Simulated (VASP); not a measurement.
## Pd: single point with PBEsol

Pd:

```
Pd
1.0
     2.71902    0.00000    0.00000
    -1.35951    2.35474    0.00000
     0.00000    0.00000    4.56653
Pd
2
Direct
  0.33333 0.66667 0.25000
  0.66667 0.33333 0.75000
```

```
Program             : VASP 6.6.1
Task                : single point
Functional          : PBEsol
Potentials or basis : VASP PAW PBE potentials, release 64 (Pd)
Cutoff              : 520 eV
k mesh              : 18 × 18 × 10
Occupations         : gaussian, width 0.1 eV
Spin                : no spin polarisation
```

```
Pressure               : -0.3 GPa
Band gap on the k mesh : zero (band 10 reaches 10.02 eV, above the bottom of band 11 at 9.08 eV)
```

Stress tensor (GPa, compression positive):
```
-0.30  0.00  0.00
 0.00 -0.30  0.00
 0.00  0.00 -0.40
```

Levels at points of the mesh, in eV from the Fermi level:
| k point | band 7 | band 8 | band 9 | band 10 | band 11 | band 12 | band 13 | band 14 |
| --- | --- | --- | --- | --- | --- | --- | --- | --- |
| (0.00, 0.00, 0.00) | -2.46 | -1.66 | -1.66 | -0.23 | -0.23 | 0.66 | 6.91 | 17.15 |
| (0.50, 0.00, 0.00) | -1.83 | 0.03 | 0.05 | 0.24 | 2.60 | 4.59 | 9.66 | 9.92 |
| (0.00, 0.00, 0.50) | -2.84 | -2.84 | -0.70 | -0.70 | -0.70 | -0.70 | 13.93 | 13.93 |
| (0.50, 0.00, 0.50) | -0.50 | -0.50 | 0.16 | 0.16 | 2.59 | 2.59 | 8.33 | 8.33 |

It took 50 s on 1 thread of Intel Xeon 6975P-C, with other jobs on the host, peak memory 0.21 GiB.

Caveat: the PAW data sets were made with another functional, which shifts forces and pressure a little.
